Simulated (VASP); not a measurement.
Input of a VASP 6.6.1 run:

Contents of INCAR:

```
SYSTEM = Fe2O3
PREC = Accurate ; ENCUT = 600
EDIFF = 1E-6 ; ISMEAR = -1
SIGMA = 0.05 ; LREAL = .False.
LASPH = .True. ; NELM = 200
ALGO = Normal ; ISIF = 2
LWAVE = .False. ; LCHARG = .False.
ISPIN = 2 ; MAGMOM = 3 3 3 3 0 0 0 0 0 0
LORBIT = 11 ; LMAXMIX = 4
GGA = PE ; NBANDS = 49
GGA_COMPAT = .False.
```

The input KPOINTS:

```
Automatic mesh
0
Gamma
  7 7 7
  0 0 0
```

The input POSCAR:

```
Fe2O3
1.0
    2.3863714913      1.3777722229      4.4363739302
   -2.3863714913      1.3777722229      4.4363739302
    0.0000000000     -2.7555444458      4.4363739302
Fe O
4 6
Direct
    0.3454997534      0.3454997534      0.3454997534
    0.1545002466      0.1545002466      0.1545002466
    0.6545002466      0.6545002466      0.6545002466
    0.8454997534      0.8454997534      0.8454997534
    0.5631242108      0.2500000000      0.9368757892
    0.2500000000      0.9368757892      0.5631242108
    0.9368757892      0.5631242108      0.2500000000
    0.4368757892      0.7500000000      0.0631242108
    0.7500000000      0.0631242108      0.4368757892
    0.0631242108      0.4368757892      0.7500000000
```

Potentials or basis: VASP PAW PBE potentials, release 64 (Fe, O).

Command:

```console
$ cat potpaw_PBE.64/Fe/POTCAR potpaw_PBE.64/O/POTCAR > POTCAR
$ mpirun -np 1 vasp_std > vasp.out
```

Estimate the net moment.

4.00 μB per cell.

Estimate the band gap on the k mesh.

zero (filled and empty bands overlap).

Predict the pressure.

1.3 GPa.

Predict the largest force.

0.040 eV/Å.

Forces in eV/Å, atoms in the order of the input:
```
Fe   0.000  0.000  0.040
Fe   0.000  0.000 -0.040
Fe   0.000  0.000 -0.040
Fe   0.000  0.000  0.040
O    0.010  0.017  0.000
O    0.010 -0.017  0.000
O   -0.020  0.000  0.000
O   -0.010 -0.017  0.000
O   -0.010  0.017  0.000
O    0.020  0.000  0.000
```

Caveat: semilocal functionals often make such compounds metallic where correlation or magnetic order opens a gap, which also shifts bond lengths; the run started ferromagnetic, and an antiferromagnetic order may lie lower in energy. With open d or f shells a metallic result of PBE can be an artefact of self-interaction; +U or a hybrid may open a gap.
